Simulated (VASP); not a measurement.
Te: relaxation of cell and atoms with LDA

Crystal: Te.

```
Te
1.0
     2.50017    0.00000    0.00000
    -1.25008    2.16521    0.00000
     0.00000    0.00000    4.05027
Te
2
Direct
  0.33333 0.66667 0.25000
  0.66667 0.33333 0.75000
```

```yaml
Program: VASP 6.6.1
Task: relaxation of cell and atoms
Functional: LDA
Potentials_or_basis: VASP PAW LDA potentials, release 64 (Te)
Cutoff: 600 eV
k_mesh: 17 × 17 × 9
Occupations: fermi-dirac, width 0.05 eV
Spin: no spin polarisation
Target_pressure: 450 GPa
Dipole_correction: no
Further_INCAR_settings: ALGO = Normal; EDIFF = 1e-06; IBRION = 2; EDIFFG = -0.005; NSW = 60; ISIF = 3
```

* Relaxed volume: 11.06 Å³/atom
* Relaxed cell: a = 2.516 Å, b = 2.516 Å, c = 4.035 Å, α = 90.00°, β = 90.00°, γ = 120.00°
* Space group after relaxing (to 0.05 Å): P6_3/mmc (No. 194)
* Energy change on relaxing (the enthalpy is what falls): -266.7 meV/atom
* Ionic steps: 7
* Pressure after relaxing: 450.0 GPa
* Band gap on the k mesh: zero (band 6 reaches 34.40 eV, above the bottom of band 7 at 23.40 eV)

The path:
| step | energy change (eV) | largest force (eV/Å) | pressure (GPa) | volume (Å³) |
| --- | --- | --- | --- | --- |
| 1 | 0.0000 | 0.0000 | 463.02 | 21.93 |
| 2 | -6.8027 | 0.0000 | 298.51 | 24.86 |
| 3 | -0.6565 | 0.0000 | 446.75 | 22.16 |
| 4 | -0.6107 | 0.0000 | 447.88 | 22.14 |
| 5 | -0.2179 | 0.0000 | 458.01 | 22.01 |
| 6 | -0.5422 | 0.0000 | 449.78 | 22.11 |
| 7 | -0.5335 | 0.0000 | 450.01 | 22.11 |

Final structure:
```yaml
crystal:
  lattice:
    - [2.51558, 0.00000, 0.00000]
    - [-1.25779, 2.17855, 0.00000]
    - [0.00000, 0.00000, 4.03456]
  atoms:
    - { symbol: Te, position: [0.33333, 0.66667, 0.25000] }
    - { symbol: Te, position: [0.66667, 0.33333, 0.75000] }
```

Levels at points of the mesh, in eV from the Fermi level:
| k point | band 2 | band 3 | band 4 | band 5 | band 6 | band 7 | band 8 | band 9 | band 10 |
| --- | --- | --- | --- | --- | --- | --- | --- | --- | --- |
| (0.00, 0.00, 0.00) | -16.29 | -15.70 | 5.10 | 5.10 | 5.82 | 7.55 | 8.02 | 8.02 | 8.34 |

Wall time 2.1 min on 1 thread of AMD EPYC 7R43 64-Core Processor (Zen 3), on a shared host, peak memory 0.13 GiB.

Caveat: the cell is relaxed towards a set pressure, so the enthalpy falls and the energy may rise; spin-orbit coupling is left out, which moves the levels of the heavy elements.
